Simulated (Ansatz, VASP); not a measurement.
**Two plane-wave programs on ZrAl3N4**

INCAR

```
SYSTEM = ZrAl3N4
PREC = Accurate ; ENCUT = 520
EDIFF = 1E-6 ; ISMEAR = 0
SIGMA = 0.1 ; LREAL = .FALSE.
LASPH = .TRUE. ; NELM = 150
ALGO = Normal ; ISIF = 2
LWAVE = .FALSE. ; LCHARG = .FALSE.
ISPIN = 2 ; MAGMOM = 1 0 0 0 0 0 0 0
LORBIT = 11 ; LMAXMIX = 4
GGA = PE ; NBANDS = 34
```

Contents of KPOINTS:

```
regular mesh
0
G
  4 4 4
  0 0 0
```

Contents of POSCAR:

```
ZrAl3N4
1.0
    4.2975215348      0.0000000000      0.0000000000
    0.0000000000      4.2975215348      0.0000000000
    0.0000000000      0.0000000000      4.2975215348
Zr Al N
1 3 4
Direct
    0.0000000000      0.0000000000      0.0000000000
    0.5000000000      0.0000000000      0.5000000000
    0.5000000000      0.5000000000      0.0000000000
    0.0000000000      0.5000000000      0.5000000000
    0.0000000000      0.5000000000      0.0000000000
    0.5000000000      0.5000000000      0.5000000000
    0.0000000000      0.0000000000      0.5000000000
    0.5000000000      0.0000000000      0.0000000000
```

Input for Ansatz:

```yaml
crystal:
  lattice:
    - [4.2975215348, 0.0, 0.0]
    - [0.0, 4.2975215348, 0.0]
    - [0.0, 0.0, 4.2975215348]
  atoms:
    - { symbol: Zr, position: [0.0, 0.0, 0.0], spin: 1.0 }
    - { symbol: Al, position: [0.5, 0.0, 0.5] }
    - { symbol: Al, position: [0.5, 0.5, 0.0] }
    - { symbol: Al, position: [0.0, 0.5, 0.5] }
    - { symbol: "N", position: [0.0, 0.5, 0.0] }
    - { symbol: "N", position: [0.5, 0.5, 0.5] }
    - { symbol: "N", position: [0.0, 0.0, 0.5] }
    - { symbol: "N", position: [0.5, 0.0, 0.0] }
basis:
  ecutwfc: 420
kpoints:
  mp_grid: { grid: [4, 4, 4] }
hamiltonian:
  xc: pbe
scf:
  occupations: { method: gaussian, width: 0.1 }
  lower_state_search: "off"
output:
  forces: true
  stress: true
  eigenvalues: true
  populations: true
magnetization:
  spin_polarized: true
```

Alike in both runs: task single point; functional PBE; k mesh 4 × 4 × 4; occupations gaussian, width 0.1 eV; collinear spin.

|  | VASP | Ansatz |
| --- | --- | --- |
| version | VASP 6.6.1 | Ansatz 0.2.0 |
| potentials or method | VASP PAW PBE potentials, release 64 (Zr_sv, Al, N), cutoff 520 eV | scalar-relativistic, plane waves, PAW |
| valence electrons in the cell | 41 | 41 |

|  | VASP | Ansatz | Ansatz less VASP |
| --- | --- | --- | --- |
| gap on the k mesh at the Fermi level (eV) | none | none | - |
| pressure (GPa) | 0.0 | 0.1 | +0.02 |
| net moment per atom (μB) | 0.06 | 0.06 | 0.000 |
| size of the moment on the site where the two differ most (μB) | 0.26 | 0.14 | -0.116 |

Site moments also hang on the region over which each program counts them. A gap of «none» marks a metal or a gap that the smearing closes. With one functional, cell and mesh, what is left measures potentials, basis and numerics.

The k mesh is coarse, so the values compare programs but aren't converged.
